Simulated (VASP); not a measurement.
# TlH3 (Pm-3m) in VASP: a series of runs

The runs below take TlH3 through single point, relaxation of cell and atoms, with PBE.

Everything below comes from runs of VASP 6.6.1. Logs are shortened: lines on timing, memory, paths and dates and some standing lists are left out, and cuts for length are marked.

### Step 1. The cell of the first run

It takes space group Pm-3m (No. 221, cubic). Conventional cell: a = 3.460 Å, b = 3.460 Å, c = 3.460 Å, α = 90.00°, β = 90.00°, γ = 90.00°. Within 3.2 Å of Tl (site symmetry m-3m) lie 12 H at 2.45 Å. Within 3.2 Å of H (site symmetry 4/mmm) lie 4 Tl at 2.45 Å and 8 H at 2.45 Å.

### Step 2. Single point, PBE

File INCAR:

```
SYSTEM = TlH3
PREC = Accurate
ENCUT = 520
EDIFF = 1E-6
ISMEAR = 0
SIGMA = 0.1
LREAL = .FALSE.
LASPH = .TRUE.
NELM = 60
ALGO = Normal
ISIF = 2
LWAVE = .FALSE.
LCHARG = .FALSE.
GGA = PE
NBANDS = 16
```

File KPOINTS:

```
Automatic mesh
0
G
  6 6 6
  0 0 0
```

File POSCAR:

```
TlH3
1.0
    3.4596438533      0.0000000000      0.0000000000
    0.0000000000      3.4596438533      0.0000000000
    0.0000000000      0.0000000000      3.4596438533
Tl H
1 3
Direct
    0.0000000000      0.0000000000      0.0000000000
    0.0000000000      0.5000000000      0.5000000000
    0.5000000000      0.0000000000      0.5000000000
    0.5000000000      0.5000000000      0.0000000000
```

Potentials or basis: VASP PAW PBE potentials, release 64 (Tl_d, H).

On the command line:

```sh
$ cat potpaw_PBE.64/Tl_d/POTCAR potpaw_PBE.64/H/POTCAR > POTCAR
$ mpirun -np 1 vasp_std > vasp.out
```

OUTCAR:

```text
SYSTEM = TlH3
   PREC = Accurate
   ENCUT = 520
   EDIFF = 1E-6
   ISMEAR = 0
   LREAL = .FALSE.
   LASPH = .TRUE.
   NELM = 60
   ISIF = 2
   GGA = PE

 ion  position               nearest neighbor table
   1  0.000  0.000  0.000-   2 2.45   3 2.45   4 2.45   2 2.45   3 2.45   2 2.45   4 2.45   2 2.45
                             3 2.45   4 2.45   3 2.45   4 2.45
   2  0.000  0.500  0.500-   1 2.45   1 2.45   1 2.45   1 2.45
   3  0.500  0.000  0.500-   1 2.45   1 2.45   1 2.45   1 2.45
   4  0.500  0.500  0.000-   1 2.45   1 2.45   1 2.45   1 2.45

  LATTYP: Found a simple cubic cell.
 ALAT       =     3.4596438533

  Lattice vectors:

 A1 = (   3.4596438533,   0.0000000000,   0.0000000000)
 A2 = (   0.0000000000,   3.4596438533,   0.0000000000)
 A3 = (   0.0000000000,   0.0000000000,   3.4596438533)

Analysis of symmetry for initial positions (statically):
=====================================================================
 Subroutine PRICEL returns:
 Original cell was already a primitive cell.

 Routine SETGRP: Setting up the symmetry group for a
 simple cubic supercell.

 Subroutine GETGRP returns: Found 48 space group operations
 (whereof 48 operations were pure point group operations)
 out of a pool of 48 trial point group operations.

The static configuration has the point symmetry O_h .

Analysis of symmetry for dynamics (positions and initial velocities):
=====================================================================
 Subroutine PRICEL returns:
 Original cell was already a primitive cell.

 Routine SETGRP: Setting up the symmetry group for a
 simple cubic supercell.

 Subroutine GETGRP returns: Found 48 space group operations
 (whereof 48 operations were pure point group operations)
 out of a pool of 48 trial point group operations.

The dynamic configuration has the point symmetry O_h .

 Subroutine INISYM returns: Found 48 space group operations
 (whereof 48 operations are pure point group operations),
 and found     1 'primitive' translations

----------------------------------------------------------------------------------------

                                     Primitive cell

  volume of cell :      41.4089

  direct lattice vectors                    reciprocal lattice vectors
     3.459643853  0.000000000  0.000000000     0.289047093  0.000000000  0.000000000
     0.000000000  3.459643853  0.000000000     0.000000000  0.289047093  0.000000000
     0.000000000  0.000000000  3.459643853     0.000000000  0.000000000  0.289047093

  length of vectors
     3.459643853  3.459643853  3.459643853     0.289047093  0.289047093  0.289047093

  position of ions in fractional coordinates (direct lattice)
     0.000000000  0.000000000  0.000000000
     0.000000000  0.500000000  0.500000000
     0.500000000  0.000000000  0.500000000
     0.500000000  0.500000000  0.000000000

  ion indices of the primitive-cell ions
   primitive index   ion index
                 1           1
                 2           2
                 3           3
                 4           4

----------------------------------------------------------------------------------------

 KPOINTS: Automatic mesh

Automatic generation of k-mesh.
 Grid dimensions read from file:
 generate k-points for:    6    6    6

 Generating k-lattice:

  Cartesian coordinates                     Fractional coordinates (reciprocal lattice)
     0.048174516  0.000000000  0.000000000     0.166666667  0.000000000  0.000000000
     0.000000000  0.048174516  0.000000000     0.000000000  0.166666667  0.000000000
     0.000000000  0.000000000  0.048174516     0.000000000  0.000000000  0.166666667

  Length of vectors
     0.048174516  0.048174516  0.048174516

  Shift w.r.t. Gamma in fractional coordinates (k-lattice)
     0.000000000  0.000000000  0.000000000

 Subroutine IBZKPT returns following result:
 ===========================================

 Found     20 irreducible k-points:

 Following reciprocal coordinates:
            Coordinates               Weight
  0.000000  0.000000  0.000000      1.000000
  0.166667  0.000000  0.000000      6.000000
  0.333333  0.000000  0.000000      6.000000
  0.500000  0.000000  0.000000      3.000000
  0.166667  0.166667  0.000000     12.000000
  0.333333  0.166667  0.000000     24.000000
[... 12 lines left out ...]
  0.500000  0.500000  0.333333      6.000000
  0.500000  0.500000  0.500000      1.000000
   k-points           NKPTS =     20   k-points in BZ     NKDIM =     20   number of bands    NBANDS=     16
   number of dos      NEDOS =    301   number of ions     NIONS =      4
   total plane-waves  NPLWV =  21952
   dimension x,y,z NGX =    28 NGY =   28 NGZ =   28
   dimension x,y,z NGXF=    56 NGYF=   56 NGZF=   56
   ions per type =               1   3
   NGX,Y,Z   is equivalent  to a cutoff of  13.45, 13.45, 13.45 a.u.
   NGXF,Y,Z  is equivalent  to a cutoff of  26.91, 26.91, 26.91 a.u.
 SYSTEM =  TlH3
   PREC   = accura    normal or accurate (medium, high low for compatibility)
   ISTART =      0    job   : 0-new  1-cont  2-samecut
   ICHARG =      2    charge: 1-file 2-atom 10-const
   ISPIN  =      1    spin polarized calculation?
   LNONCOLLINEAR =      F non collinear calculations
   LSORBIT =      F    spin-orbit coupling
   LASPH  =      T    aspherical Exc in radial PAW
   ENCUT  =  520.0 eV  38.22 Ry    6.18 a.u.   6.43  6.43  6.43*2*pi/ulx,y,z
   NELM   =     60;   NELMIN=  2; NELMDL= -5     # of ELM steps
   EDIFF  = 0.1E-05   stopping-criterion for ELM
   LREAL  =      F    real-space projection
   EDIFFG = 0.1E-04   stopping-criterion for IOM
   NSW    =      0    number of steps for IOM
   IBRION =     -1    ionic relax: 0-MD 1-quasi-New 2-CG
   NFREE  =      0    steps in history (QN), initial steepest desc. (CG)
   ISIF   =      2    stress and relaxation
   ISYM   =      2    0-nonsym 1-usesym 2-fastsym
   POTIM  = 0.5000    time-step for ionic-motion
   TEBEG  =    0.0;   TEEND  =   0.0 temperature during run
   PSTRESS=    0.0 pullay stress
   NELECT =      16.0000    total number of electrons
   NUPDOWN=      -1.0000    fix difference up-down
   EMIN   =  10.00;   EMAX   =-10.00  energy-range for DOS
   EFERMI =   0.00;   METHOD = LEGACY
   ISMEAR =     0;   SIGMA  =   0.10  broadening in eV -4-tet -1-fermi 0-gaus
   EFERMI_NEDOS =   21; number of points for ismear=-14 and -15
   IALGO  =     38    algorithm
   IMIX   =      4    mixing-type and parameters
     AMIX     =   0.40;   BMIX     =  1.00
     AMIX_MAG =   1.60;   BMIX_MAG =  1.00
  volume/ion in A,a.u.               =      10.35        69.86
  Fermi-wavevector in a.u.,A,eV,Ry     =   1.192386  2.253282 19.344542  1.421784
  Thomas-Fermi vector in A             =   2.328425
   LORBIT       =      0    0 simple, 1 ext, 2 COOP (PROOUT), +10 PAW based schemes
   GGA     = PE    functional components
   LHFCALC =     F    Hartree Fock is set to
   AEXX    =    0.0000 exact exchange contribution
   IVDW    =     0    specifies the selected vdW correction
   LEPSILON=     F    determine dielectric tensor
   LRPA    =     F    only Hartree local field effects (RPA)
 non-spin polarized calculation
 Gauss-broadening in eV      SIGMA  =   0.10
  energy-cutoff  :      520.00
  volume of cell :       41.41
 maximum number of plane-waves:      1141
 NGX is ok and might be reduce to    28
   NGX = 13   NGY = 13   NGZ = 13

 number of electron      15.9999999 magnetization

 Free energy of the ion-electron system (eV)
  ---------------------------------------------------
  ext. energy  EPLUGINS =         0.00000000
  ---------------------------------------------------
  free energy    TOTEN  =        -8.10494644 eV

  energy without entropy =       -8.09559326  energy(sigma->0) =       -8.10026985

 E-fermi :   3.6713     XC(G=0): -10.0148

 val. band max:        3.6562373400   @ k =   0.3333   0.1667   0.1667
 cond. band min:       3.7531650921   @ k =   0.3333   0.1667   0.0000
 fundamental gap:      0.0969277521
 Fermi energy:         3.6713491197

 k-point     1 :       0.0000    0.0000    0.0000
  band No.  band energies     occupation
      1      -7.4270      2.00000
      2      -7.4270      2.00000
      3      -6.7759      2.00000
      4      -6.7759      2.00000
      5      -6.7759      2.00000
      6      -6.3835      2.00000
[... 8 lines left out ...]
     15      19.6276      0.00000
     16      19.8620      0.00000

 k-point     2 :       0.1667    0.0000    0.0000
  band No.  band energies     occupation
      1      -7.4013      2.00000
      2      -7.3356      2.00000
      3      -6.8219      2.00000
      4      -6.8219      2.00000
      5      -6.7722      2.00000
      6      -6.0045      2.00000
[... 8 lines left out ...]
     15      18.7515      0.00000
     16      18.7515      0.00000

 k-point     3 :       0.3333    0.0000    0.0000
  band No.  band energies     occupation
      1      -7.3493      2.00000
      2      -7.1883      2.00000
      3      -6.9120      2.00000
      4      -6.9120      2.00000
      5      -6.7649      2.00000
      6      -4.8231      2.00000
[... 8 lines left out ...]
     15      16.3405      0.00000
     16      16.8656      0.00000

 k-point     4 :       0.5000    0.0000    0.0000
  band No.  band energies     occupation
      1      -7.3229      2.00000
      2      -7.1239      2.00000
      3      -6.9561      2.00000
      4      -6.9561      2.00000
      5      -6.7612      2.00000
      6      -3.2677      2.00000
[... 8 lines left out ...]
     15      15.4482      0.00000
     16      17.8298      0.00000
[... 248 lines left out ...]
 k-point    18 :       0.5000    0.3333    0.3333
  band No.  band energies     occupation
      1      -7.2681      2.00000
      2      -7.2360      2.00000
      3      -7.1598      2.00000
      4      -6.7975      2.00000
      5      -6.6756      2.00000
      6      -0.5096      2.00000
[... 8 lines left out ...]
     15      22.2402      0.00000
     16      23.0600      0.00000

 k-point    19 :       0.5000    0.5000    0.3333
  band No.  band energies     occupation
      1      -7.3450      2.00000
      2      -7.2376      2.00000
      3      -7.2376      2.00000
      4      -6.7339      2.00000
      5      -6.5928      2.00000
      6       0.9757      2.00000
[... 8 lines left out ...]
     15      23.2838      0.00000
     16      23.5554      0.00000

 k-point    20 :       0.5000    0.5000    0.5000
  band No.  band energies     occupation
      1      -7.3290      2.00000
      2      -7.3290      2.00000
      3      -7.3290      2.00000
      4      -6.5896      2.00000
      5      -6.5896      2.00000
      6       1.9416      2.00000
[... 8 lines left out ...]
     15      25.8482      0.00000
     16      25.8482      0.00000

------------------------ aborting loop because EDIFF is reached ----------------------------------------

  FORCE on cell =-STRESS in cart. coord.  units (eV):
  Direction    XX          YY          ZZ          XY          YZ          ZX
  --------------------------------------------------------------------------------------
  -------------------------------------------------------------------------------------
  Total       -0.0567621     -0.0567621     -0.0567621      0.0000000      0.0000000     -0.0000000
  in kB       -2.1962145     -2.1962145     -2.1962145      0.0000000      0.0000000     -0.0000000
  external PRESSURE =      -2.1962145 kB  Pullay stress =       0.0000000 kB

 VOLUME and BASIS-vectors are now :
 -----------------------------------------------------------------------------
  energy-cutoff  :      520.00
  volume of cell :       41.41
      direct lattice vectors                 reciprocal lattice vectors
     3.459643853  0.000000000  0.000000000     0.289047093  0.000000000  0.000000000
     0.000000000  3.459643853  0.000000000     0.000000000  0.289047093  0.000000000
     0.000000000  0.000000000  3.459643853     0.000000000  0.000000000  0.289047093

 POSITION                                       TOTAL-FORCE (eV/Angst)
 -----------------------------------------------------------------------------------
      0.00000      0.00000      0.00000         0.000000      0.000000      0.000000
      0.00000      1.72982      1.72982         0.000000      0.000000      0.000000
      1.72982      0.00000      1.72982         0.000000      0.000000      0.000000
      1.72982      1.72982      0.00000         0.000000      0.000000      0.000000
 -----------------------------------------------------------------------------------
    total drift:                               -0.000000     -0.000000     -0.000000

  FREE ENERGIE OF THE ION-ELECTRON SYSTEM (eV)
  ---------------------------------------------------
  free  energy   TOTEN  =        -8.1049464367 eV

  energy  without entropy=       -8.0955932575  energy(sigma->0) =       -8.10026985
```

Wall time 5.6 s (1 thread of Intel Xeon 6975P-C (Granite Rapids), shared host); peak memory 0.16 GiB.

What came out:

* Free energy: -8.1049 eV
* Pressure: -0.2 GPa
* Band gap on the k mesh: zero (bands 8 and 9 overlap by 2.54 eV)

Caveat: spin-orbit coupling is left out, which moves the levels of the heavy elements.

### Step 3. Single point, PBE

This run uses another cell than the first one, of 11.56 Å³/atom.

File INCAR:

```
SYSTEM = TlH3
PREC = Accurate
ENCUT = 520
EDIFF = 1E-7
ISMEAR = 0
SIGMA = 0.1
LREAL = .False.
LASPH = .True.
NELM = 80
ALGO = Normal
ISIF = 2
LWAVE = .False.
LCHARG = .False.
GGA = PE
NBANDS = 16
```

File KPOINTS:

```
regular mesh
0
Gamma
  6 6 6
  0 0 0
```

File POSCAR:

```
TlH3
1.0
    3.5889185293      0.0000000000      0.0000000000
    0.0000000000      3.5889185293      0.0000000000
    0.0000000000      0.0000000000      3.5889185293
Tl H
1 3
Direct
    0.0000000000      0.0000000000      0.0000000000
    0.0000000000      0.5000000000      0.5000000000
    0.5000000000      0.0000000000      0.5000000000
    0.5000000000      0.5000000000      0.0000000000
```

Potentials or basis: VASP PAW PBE potentials, release 64 (Tl_d, H).

On the command line:

```sh
$ cat potpaw_PBE.64/Tl_d/POTCAR potpaw_PBE.64/H/POTCAR > POTCAR
$ mpirun -np 1 vasp_std > vasp.out
```

Run time: 6.8 s. Hardware: 1 thread of Intel Xeon 6975P-C (Granite Rapids), shared host; peak memory 0.15 GiB.

The run converged. Its results:

```
Free energy            : -8.0268 eV
Pressure               : -4.8 GPa
Band gap on the k mesh : zero (bands 8 and 9 overlap by 2.30 eV)
```

Levels at points of the mesh, in eV from the Fermi level:
```csv
k point,band 5,band 6,band 7,band 8,band 9,band 10,band 11,band 12
"(0.00, 0.00, 0.00)",-10.41,-9.21,0.89,0.89,2.62,4.86,4.86,4.86
"(0.50, 0.00, 0.00)",-10.40,-6.57,-5.32,0.78,2.47,6.95,6.95,8.80
"(0.50, 0.50, 0.00)",-10.28,-3.98,-3.26,-3.26,-1.41,6.56,6.56,9.23
"(0.50, 0.50, 0.50)",-10.27,-2.15,-0.76,-0.76,-0.76,1.51,1.51,1.51
```

Caveat: the cell stands under tension; spin-orbit coupling is left out, which moves the levels of the heavy elements.

### Step 4. Relaxation of cell and atoms, PBE

This run uses another cell than the first one, of 11.56 Å³/atom.

File INCAR:

```
PREC     = Accurate       # precision mode
ENCUT    = 600            # plane-wave cutoff, eV
EDIFF    = 1E-6           # SCF threshold, eV
ISMEAR   = 0              # smearing method
SIGMA    = 0.1            # smearing width, eV
LREAL    = False          # projectors in reciprocal space
LASPH    = True           # aspherical terms in the spheres
NELM     = 60             # most SCF steps
ALGO     = Normal         # electronic algorithm
ISIF     = 3              # what is computed and relaxed
LWAVE    = False          # write WAVECAR
LCHARG   = False          # write CHGCAR
GGA      = PE             # functional
IBRION   = 2              # ionic algorithm
NSW      = 90             # ionic steps
EDIFFG   = -0.04          # ionic threshold
```

File KPOINTS:

```
regular mesh
0
Gamma
  6 6 6
```

POSCAR is that of step 3.

On the command line:

```sh
$ cat potpaw_PBE.64/Tl_d/POTCAR potpaw_PBE.64/H/POTCAR > POTCAR
$ mpirun -np 1 vasp_std > vasp.out
```

It took 16 s on 1 thread of Intel Xeon 6975P-C (Granite Rapids), shared host; peak memory 0.17 GiB.

Results (log left out):

```yaml
Free_energy: -8.1058 eV
Relaxed_volume: 10.42 Å³/atom
Relaxed_cell: a = 3.467 Å, b = 3.467 Å, c = 3.467 Å, α = 90.00°, β = 90.00°, γ = 90.00°
Space_group_after_relaxing_to_0.1_Å: Pm-3m (No. 221)
Energy_gained_by_relaxing: 19.7 meV/atom
Ionic_steps: 3
Pressure_after_relaxing: -0.4 GPa
Band_gap_on_the_k_mesh: zero (bands 8 and 9 overlap by 2.53 eV)
```

Step by step:
| step | energy change (eV) | largest force (eV/Å) | pressure (GPa) | volume (Å³) |
| --- | --- | --- | --- | --- |
| 1 | 0.0000 | 0.0000 | -4.68 | 46.23 |
| 2 | -0.0534 | 0.0000 | -2.93 | 44.00 |
| 3 | -0.0789 | 0.0000 | -0.40 | 41.67 |

Final structure:
```
CELL_PARAMETERS angstrom
3.46680 0.00000 0.00000
0.00000 3.46680 0.00000
0.00000 0.00000 3.46680
ATOMIC_POSITIONS crystal
Tl 0.00000 0.00000 0.00000
H 0.00000 0.50000 0.50000
H 0.50000 0.00000 0.50000
H 0.50000 0.50000 0.00000
```

Levels at points of the mesh, in eV from the Fermi level:
```csv
k point,band 4,band 5,band 6,band 7,band 8,band 9,band 10,band 11,band 12
"(0.00, 0.00, 0.00)",-10.44,-10.44,-10.00,1.03,1.03,3.24,4.99,4.99,4.99
"(0.50, 0.00, 0.00)",-10.62,-10.43,-6.92,-5.93,0.80,3.00,7.38,7.38,9.29
"(0.50, 0.50, 0.00)",-10.60,-10.27,-3.94,-3.68,-3.68,-1.49,6.98,6.98,10.09
"(0.50, 0.50, 0.50)",-10.26,-10.26,-1.76,-0.75,-0.75,-0.75,1.38,1.38,1.38
```

Caveat: spin-orbit coupling is left out, which moves the levels of the heavy elements.

### Step 5. Single point, PBE

This run uses another cell than the first one, of 10.39 Å³/atom.

File INCAR:

```
SYSTEM = TlH3
ALGO = Normal
EDIFF = 1E-7
ENCUT = 520
GGA = PE
ISIF = 2
ISMEAR = 0
LASPH = .True.
LCHARG = .False.
LREAL = .False.
LWAVE = .False.
NBANDS = 16
NELM = 80
PREC = Accurate
SIGMA = 0.1
```

File KPOINTS:

```
k-points
0
Gamma
  14 14 14
  0 0 0
```

File POSCAR:

```
TlH3
1.0
    3.4640808868      0.0000000000      0.0000000000
    0.0000000000      3.4640808868      0.0000000000
    0.0000000000      0.0000000000      3.4640808868
Tl H
1 3
Direct
    0.0000000000      0.0000000000      0.0000000000
    0.0000000000      0.5000000000      0.5000000000
    0.5000000000      0.0000000000      0.5000000000
    0.5000000000      0.5000000000      0.0000000000
```

On the command line:

```sh
$ cat potpaw_PBE.64/Tl_d/POTCAR potpaw_PBE.64/H/POTCAR > POTCAR
$ mpirun -np 1 vasp_std > vasp.out
```

Run time: 27 s. Hardware: 1 thread of Intel Xeon 6975P-C (Granite Rapids), shared host; peak memory 0.2 GiB.

It converged, with:

| Quantity | Value |
| --- | --- |
| Free energy | -8.1163 eV |
| Pressure | -0.1 GPa |
| Band gap on the k mesh | zero (bands 8 and 9 overlap by 2.53 eV) |

Levels at points of the mesh, in eV from the Fermi level:
```tsv
k point	band 5	band 6	band 7	band 8	band 9	band 10	band 11	band 12
(0.00, 0.00, 0.00)	-10.36	-9.97	1.07	1.07	3.31	5.05	5.05	5.05
(0.50, 0.00, 0.00)	-10.35	-6.87	-5.91	0.83	3.06	7.44	7.44	9.35
(0.50, 0.50, 0.00)	-10.19	-3.87	-3.65	-3.65	-1.46	7.04	7.04	10.17
(0.50, 0.50, 0.50)	-10.18	-1.68	-0.71	-0.71	-0.71	1.43	1.43	1.43
```

Caveat: spin-orbit coupling is left out, which moves the levels of the heavy elements.

[end of part 1 of 2]
